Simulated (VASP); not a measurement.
## SiC: electric field gradients with PBE

The system is SiC.

```
CELL_PARAMETERS angstrom
0.00000 2.13052 2.17400
2.13052 0.00000 2.17400
2.13052 2.13052 0.00000
ATOMIC_POSITIONS crystal
Si 0.00000 0.00000 0.00000
C 0.75000 0.75000 0.75000
```

This cell differs from its parent crystal: x and y stretched by -2 %, z held.

```yaml
Program: VASP 6.6.1
Task: electric field gradients
Functional: PBE
Potentials_or_basis: VASP PAW PBE potentials, release 64 (Si, C)
Cutoff: 520 eV
k_mesh: 16 × 16 × 16
Occupations: fermi-dirac, width 0.05 eV
Spin: no spin polarisation
Dipole_correction: no
Further_INCAR_settings: ALGO = Normal; EDIFF = 1e-08; NBANDS = 11
```

```json
{
 "Pressure": "14.8 GPa",
 "Band gap on the k mesh": "1.20 eV (least direct gap 4.57 eV)",
 "Largest electric field gradient by atom": "Si -2.4; C +1.4 V/Å²"
}
```

Stress tensor (GPa, compression positive):
```
16.64  0.00  0.00
 0.00 16.64  0.00
 0.00  0.00 11.18
```

Levels at points of the mesh, in eV from the valence-band top:
```
           k point  band 1  band 2  band 3  band 4  band 5  band 6  band 7  band 8  band 9
(0.00, 0.00, 0.00)  -15.83   -0.14    0.00    0.00    6.74    7.58    7.58    7.63   14.40
(0.50, 0.00, 0.00)  -12.08   -8.85   -1.24   -0.98    5.77    7.27    7.54   10.28   16.69
(0.50, 0.50, 0.00)  -10.69   -8.17   -3.17   -3.17    1.39    4.68   14.61   14.61   15.16
(0.50, 0.00, 0.50)  -10.53   -7.91   -3.41   -3.38    1.20    4.32   14.17   14.85   15.48
```

Electric field gradients, principal values (V/Å²):
```
atom   least  middle  greatest (by size)
1 Si   1.186   1.186              -2.372
 2 C  -0.707  -0.707               1.414
```

Run time: 40 s on 1 thread of AMD EPYC 9R45 96-Core Processor (Zen 5), with other jobs on the host, peak memory 0.16 GiB.

Caveat: the cell differs from its parent crystal (x and y stretched by -2 %, z held); the cell stands under pressure; without QUAD_EFG the Cq values of the log hold for a quadrupole moment of 1 mb, not for the nuclei. A k mesh can miss the band edges.
